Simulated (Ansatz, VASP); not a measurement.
**Two plane-wave programs on In3Sb2**

```
CELL_PARAMETERS angstrom
5.00546 0.00000 0.00000
-2.50273 4.33486 0.00000
0.00000 0.00000 7.38498
ATOMIC_POSITIONS crystal
In 0.00000 0.00000 0.00000
In 0.33333 0.66667 0.64911
In 0.66667 0.33333 0.35089
Sb 0.33333 0.66667 0.22950
Sb 0.66667 0.33333 0.77050
```

Alike in both runs: functional PBE; k mesh 6 × 6 × 4; occupations gaussian, width 0.1 eV; no spin polarisation.

Ansatz relaxed the structure, and its values are those at the end. VASP's run is a single point on that final structure, the one shown.

|  | VASP | Ansatz |
| --- | --- | --- |
| version | VASP 6.6.1 | Ansatz 0.2.0 |
| potentials or method | VASP PAW PBE potentials, release 64 (In_d, Sb), cutoff 520 eV | scalar-relativistic, plane waves, PAW |
| valence electrons in the cell | 49 | 69 |

|  | VASP | Ansatz | Ansatz less VASP |
| --- | --- | --- | --- |
| gap on the k mesh at the Fermi level (eV) | none | none | - |
| pressure (GPa) | -0.3 | -0.3 | +0.02 |
| rms of the force components (eV/Å) | 0.012 | 0.013 | +0.0004 |

A gap of «none» marks a metal or a gap that the smearing closes. VASP's potentials hold 49 valence electrons a cell and Ansatz's 69, so a difference there can come from the potentials and not from the codes.

Spin-orbit coupling is off throughout.
